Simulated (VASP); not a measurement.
Runs of VASP 6.6.1 on Zn. The structure is that of space group P6/mmm (No. 191), or close to it. The cells are those of the table. 

```tsv
cell	k mesh	gap on the mesh (eV)	pressure (GPa)
a = 4.297, b = 4.297, c = 2.574 Å, angles 90.0, 90.0, 120.0°, 3 atoms	11 × 11 × 15	none	11.8
a = 4.600, b = 4.600, c = 2.756 Å, angles 90.0, 90.0, 120.0°, 3 atoms	11 × 11 × 15	none	-3.6
a = 4.423, b = 4.423, c = 2.650 Å, angles 90.0, 90.0, 120.0°, 3 atoms	11 × 11 × 15	none	(b)
a = 4.484, b = 4.484, c = 2.686 Å, angles 90.0, 90.0, 120.0°, 3 atoms	11 × 11 × 15	none	0.3
a = 4.484, b = 4.484, c = 2.686 Å, angles 90.0, 90.0, 120.0°, 3 atoms	8 × 8 × 12	none	0.3
a = 4.361, b = 4.361, c = 2.613 Å, angles 90.0, 90.0, 120.0°, 3 atoms	11 × 11 × 15	none	6.9
a = 4.543, b = 4.543, c = 2.722 Å, angles 90.0, 90.0, 120.0°, 3 atoms	11 × 11 × 15	none	(a)
```

Alike in all rows: task single point; level PBE; potentials or basis VASP PAW PBE potentials, release 64 (Zn); no spin polarisation; cutoff (eV) 520; smearing fermi-dirac 0.1 eV.

Estimate the missing entries.

(a) -2.1; (b) 3.2.

A gap of «none» marks levels without a gap at the run's occupations.
